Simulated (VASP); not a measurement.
A run of VASP 6.6.1 is set up as follows.

File INCAR:

```
SYSTEM = Be2Ga2C3
PREC = Accurate ; ENCUT = 520
EDIFF = 1E-6 ; ISMEAR = 0
SIGMA = 0.1 ; LREAL = .False.
LASPH = .True. ; NELM = 80
ALGO = Normal ; ISIF = 2
LWAVE = .False. ; LCHARG = .False.
GGA = PE ; NBANDS = 30
```

KPOINTS

```
Automatic mesh
0
Gamma
  9 9 9
  0 0 0
```

Contents of POSCAR:

```
Be2Ga2C3
1.0
    2.6533906212      1.5319357894      3.3021474535
   -2.6533906212      1.5319357894      3.3021474535
    0.0000000000     -3.0638715788      3.3021474535
Be Ga C
2 2 3
Direct
    0.2430032990      0.2430032990      0.2430032990
    0.7569967010      0.7569967010      0.7569967010
    0.0000000000      0.0000000000      0.0000000000
    0.5000000000      0.5000000000      0.5000000000
    0.0000000000      0.0000000000      0.5000000000
    0.5000000000      0.0000000000      0.0000000000
    0.0000000000      0.5000000000      0.0000000000
```

Potentials or basis: VASP PAW PBE potentials, release 64 (Be, Ga_d, C).

The run is started by

```bash
$ cat potpaw_PBE.64/Be/POTCAR potpaw_PBE.64/Ga_d/POTCAR potpaw_PBE.64/C/POTCAR > POTCAR
$ mpirun -np 1 vasp_std > vasp.out
```

Task: Estimate the band gap on the k mesh.

Result: Zero (bands 21 and 22 overlap by 1.75 eV).

Task: Estimate the largest force.

Result: 0.031 eV/Å.

Task: Estimate the pressure.

Result: 0.2 GPa.

Forces on the atoms (eV/Å):
```
Be   0.000  0.000  0.031
Be   0.000  0.000 -0.031
Ga   0.000  0.000  0.000
Ga   0.000  0.000  0.000
C    0.000  0.000  0.000
C    0.000  0.000  0.000
C    0.000  0.000  0.000
```
